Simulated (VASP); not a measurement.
Write the native input for VASP 6.6.1 that does the following.

```
Task                   : single point
Functional             : PBE
Potentials or basis    : VASP PAW PBE potentials, release 64 (Mo_sv, C, O)
Cutoff                 : 520 eV
k mesh                 : 6 × 6 × 1
Occupations            : gaussian, width 0.1 eV
Spin                   : no spin polarisation
Dipole correction      : yes
Further INCAR settings : ALGO = Normal; EDIFF = 1e-07; NBANDS = 57
```

The structure of Mo6CO lies in POSCAR:

```
Mo6CO
1.0
    4.4695765303      0.0000000000      0.0000000000
   -2.2347882651      3.8707668194      0.0000000000
    0.0000000000      0.0000000000     22.2595667262
Mo C O
6 1 1
Direct
    0.6666666667      0.3333333333      0.1796980170
    0.3333333333      0.6666666667      0.2206848206
    0.0000000000      0.0000000000      0.2616716241
    0.6666666667      0.3333333333      0.2990464568
    0.3333333333      0.6666666667      0.3355219825
    0.0000000000      0.0000000000      0.3710569405
    0.1666666667      0.3333333333      0.4910053668
    0.2054483999      0.4108967998      0.5413421040
```

These files were run (other wordings do the same):

INCAR

```
  ALGO = Normal
  DIPOL = 0.5 0.5 0.338
  EDIFF = 1E-7
  ENCUT = 520
  GGA = PE
  IDIPOL = 3
  ISIF = 2
  ISMEAR = 0
  LASPH = T
  LCHARG = F
  LDIPOL = T
  LREAL = F
  LWAVE = F
  NBANDS = 57
  NELM = 100
  PREC = Accurate
  SIGMA = 0.1
```

KPOINTS

```
k-points
0
Gamma
  6 6 1
```

Potentials or basis: VASP PAW PBE potentials, release 64 (Mo_sv, C, O).

Launch:

```console
$ cat potpaw_PBE.64/Mo_sv/POTCAR potpaw_PBE.64/C/POTCAR potpaw_PBE.64/O/POTCAR > POTCAR
$ mpirun -np 1 vasp_std > vasp.out
```

It gave:

```yaml
Largest_force: 1.644 eV/Å
Band_gap_on_the_k_mesh: zero (bands 47 and 48 overlap by 0.04 eV)
```

It took 17 min on 1 thread of Oxide Virtual Turin-like Processor, with other jobs on the host, peak memory 0.61 GiB.
